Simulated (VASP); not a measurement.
Write the native input for VASP 6.6.1 that does the following.

```yaml
Task: single point
Functional: PBE
Potentials_or_basis: VASP PAW PBE potentials, release 64 (Sc_sv, B, Pd)
Cutoff: 520 eV
k_mesh: 5 × 5 × 5
Occupations: fermi-dirac, width 0.05 eV
Spin: no spin polarisation
Dipole_correction: no
Further_INCAR_settings: ALGO = Normal; EDIFF = 1e-07; NBANDS = 30
```

The structure of ScBPd3 lies in POSCAR:

```
ScBPd3
1.0
    4.2349570000      0.0000000000      0.0000000000
    0.0000000000      4.2349570000      0.0000000000
    0.0000000000      0.0000000000      4.2349570000
Sc B Pd
1 1 3
Direct
    0.0000000000      0.0000000000      0.0000000000
    0.5000000000      0.5000000000      0.5000000000
    0.0000000000      0.5000000000      0.5000000000
    0.5000000000      0.5000000000      0.0000000000
    0.5000000000      0.0000000000      0.5000000000
```

One way to write it, as run:

INCAR

```
SYSTEM = ScBPd3
PREC = Accurate
ENCUT = 520
EDIFF = 1E-7
ISMEAR = -1
SIGMA = 0.05
LREAL = .False.
LASPH = .True.
NELM = 60
ALGO = Normal
ISIF = 2
LWAVE = .False.
LCHARG = .False.
GGA = PE
NBANDS = 30
```

KPOINTS

```
regular mesh
0
Gamma
  5 5 5
  0 0 0
```

Potentials or basis: VASP PAW PBE potentials, release 64 (Sc_sv, B, Pd).

The run is started by

```sh
$ cat potpaw_PBE.64/Sc_sv/POTCAR potpaw_PBE.64/B/POTCAR potpaw_PBE.64/Pd/POTCAR > POTCAR
$ mpirun -np 1 vasp_std > vasp.out
```

It gave:

The pressure is -0.8 GPa and the band gap on the k mesh is zero (bands 22 and 23 overlap by 1.77 eV).

It took 23 s on 1 thread of Intel(R) Xeon(R) Platinum 8259CL CPU @ 2.50GHz (Skylake/Cascade Lake) (shared host), peak memory 0.18 GiB.
